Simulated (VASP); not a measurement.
The system is SnO2.

```
Sn O
1.0
     4.76905    0.00000    0.00000
     0.00000    4.76905    0.00000
     0.00000    0.00000    3.21210
Sn O
2 4
Direct
  0.00000 0.00000 0.00000
  0.50000 0.50000 0.50000
  0.30627 0.30627 0.00000
  0.69373 0.69373 0.00000
  0.19373 0.80627 0.50000
  0.80627 0.19373 0.50000
```

Base run:

```yaml
Program: VASP 6.6.1
Functional: PBEsol
Potentials_or_basis: VASP PAW PBE potentials, release 64 (Sn_d, O)
Cutoff: 520 eV
k_mesh: 5 × 5 × 7
Occupations: fermi-dirac, width 0.05 eV
Spin: no spin polarisation
```

Its results: band gap on the k mesh 0.91 eV; pressure 0.6 GPa; largest force 0.015 eV/Å.

Problem. The run is repeated on the same cell with these changes: functional from PBEsol to r2SCAN. What comes out?

Solution. Band gap on the k mesh 1.71 eV; pressure -0.5 GPa; largest force 0.053 eV/Å.

Caveats: the PAW data sets were made with another functional, which shifts forces and pressure a little; spin-orbit coupling is left out, which moves the levels of the heavy elements.

